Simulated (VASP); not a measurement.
Write the native input for VASP 6.6.1 that does the following.

```
Task                   : single point
Functional             : PBEsol
Potentials or basis    : VASP PAW PBE potentials, release 64 (Hf_pv)
Cutoff                 : 520 eV
k mesh                 : 12 × 12 × 1
Occupations            : methfessel-paxton, width 0.1 eV
Spin                   : no spin polarisation
Dipole correction      : yes
Further INCAR settings : ALGO = Normal; EDIFF = 1e-06; NBANDS = 39
```

The structure of Hf lies in POSCAR:

```
Hf
1.0
    3.1590465010      0.0000000000      0.0000000000
    1.5795232500      2.7358145220      0.0000000000
    0.0000000000      0.0000000000     28.4984132530
Hf
6
Direct
    0.6666666667      0.6666666667      0.2807173834
    0.0000000000      0.0000000000      0.3684304301
    0.6666666667      0.6666666667      0.4561434767
    0.0000000000      0.0000000000      0.5438565233
    0.6666666667      0.6666666667      0.6315695699
    0.0000000000      0.0000000000      0.7192826166
```

The input as run:

INCAR

```
SYSTEM = Hf
ALGO = Normal
DIPOL = 0.5 0.5 0.500
EDIFF = 1E-6
ENCUT = 520
GGA = PS
IDIPOL = 3
ISIF = 2
ISMEAR = 1
LASPH = .True.
LCHARG = .False.
LDIPOL = .True.
LREAL = .False.
LWAVE = .False.
NBANDS = 39
NELM = 100
PREC = Accurate
SIGMA = 0.1
```

KPOINTS

```
k-points
0
Gamma
  12 12 1
  0 0 0
```

Potentials or basis: VASP PAW PBE potentials, release 64 (Hf_pv).

Launch:

```bash
$ cat potpaw_PBE.64/Hf_pv/POTCAR > POTCAR
$ mpirun -np 1 vasp_std > vasp.out
```

It gave:

```json
{
 "Largest force": "0.783 eV/Å",
 "Band gap on the k mesh": "zero (bands 30 and 31 overlap by 1.39 eV)"
}
```

Caveat: the PAW data sets were made with another functional, which shifts forces and pressure a little; spin-orbit coupling is left out, which moves the levels of the heavy elements.

Run time: 10 min on 1 thread of Intel(R) Xeon(R) 6975P-C (Granite Rapids), with other jobs on the host, peak memory 0.4 GiB.
